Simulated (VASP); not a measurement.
CsMgF3, 5 atoms in the cell. It takes space group Pm-3m (No. 221, cubic). Conventional cell: a = 4.193 Å, b = 4.193 Å, c = 4.193 Å, α = 90.00°, β = 90.00°, γ = 90.00°. Cs (site symmetry m-3m) has 12 F at 2.97 Å and 8 Mg at 3.63 Å within 3.9 Å. Within 2.8 Å of Mg (site symmetry m-3m) lie 6 F at 2.10 Å. F (site symmetry 4/mmm) has 2 Mg at 2.10 Å within 2.8 Å. 

| Item | Value |
| --- | --- |
| Program | VASP 6.6.1 |
| Task | single point |
| Functional | PBEsol |
| Potentials or basis | VASP PAW PBE potentials, release 64 (Cs_sv, Mg, F) |
| Cutoff | 600 eV |
| k mesh | 4 × 4 × 4 |
| Occupations | methfessel-paxton, width 0.2 eV |
| Spin | no spin polarisation |
| Dipole correction | no |
| Further INCAR settings | ALGO = Normal; EDIFF = 1e-06; NBANDS = 24 |

Potentials or basis: VASP PAW PBE potentials, release 64 (Cs_sv, Mg, F).

Run with:

```bash
$ cat potpaw_PBE.64/Cs_sv/POTCAR potpaw_PBE.64/Mg/POTCAR potpaw_PBE.64/F/POTCAR > POTCAR
$ mpirun -np 1 vasp_std > vasp.out
```

Hardware: 1 thread of Intel(R) Xeon(R) 6975P-C (Granite Rapids), with other jobs on the host.

Estimate the wall time of this run.

Wall time 11 s on 1 thread of Intel(R) Xeon(R) 6975P-C (Granite Rapids) (shared host), peak memory 0.21 GiB. Counts: scf iterations 12, k points 10.
